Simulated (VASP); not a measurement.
Crystal: Co.

```
Co
1.0
     2.51233    0.00000    0.00000
    -1.25617    2.17574    0.00000
     0.00000    0.00000    4.06998
Co
2
Cartesian
  0.0000 1.4505 1.0175
  1.2562 0.7252 3.0525
```

* Program: VASP 6.6.1
* Task: relaxation of cell and atoms
* Functional: PBE
* Potentials or basis: VASP PAW PBE potentials, release 64 (Co)
* Cutoff: 600 eV
* k mesh: 17 × 17 × 9
* Occupations: fermi-dirac, width 0.05 eV
* Spin: collinear spin, ferromagnetic start
* Starting moments: [2.0, 2.0] μB

At the start: pressure -5.3 GPa; volume 11.12 Å³/atom.

Task: Where does the relaxation end?

Result: Over 9 steps the energy falls by 5.1 meV/atom and the volume is 10.83 Å³/atom (-2.6 %); space group P6_3/mmc (No. 194, to 0.1 Å) before and after; moment 3.23 μB per cell.

Step by step:
```
step  energy change (eV)  largest force (eV/Å)  pressure (GPa)  volume (Å³)
   1              0.0000                0.0000           -5.32        22.25
   2              0.0005                0.0000            6.06        21.08
   3             -0.0101                0.0000            0.01        21.66
   4             -0.0101                0.0000            0.12        21.65
   5             -0.0102                0.0000            0.11        21.65
   6             -0.0102                0.0000            0.12        21.65
   7             -0.0102                0.0000            0.09        21.65
   8             -0.0102                0.0000            0.09        21.65
   9             -0.0102                0.0000           -0.02        21.66
```

Final structure:
```
Co
1.0
     2.49288    0.00000    0.00000
    -1.24644    2.15890    0.00000
     0.00000    0.00000    4.02518
Co
2
Direct
  0.33333 0.66667 0.25000
  0.66667 0.33333 0.75000
```
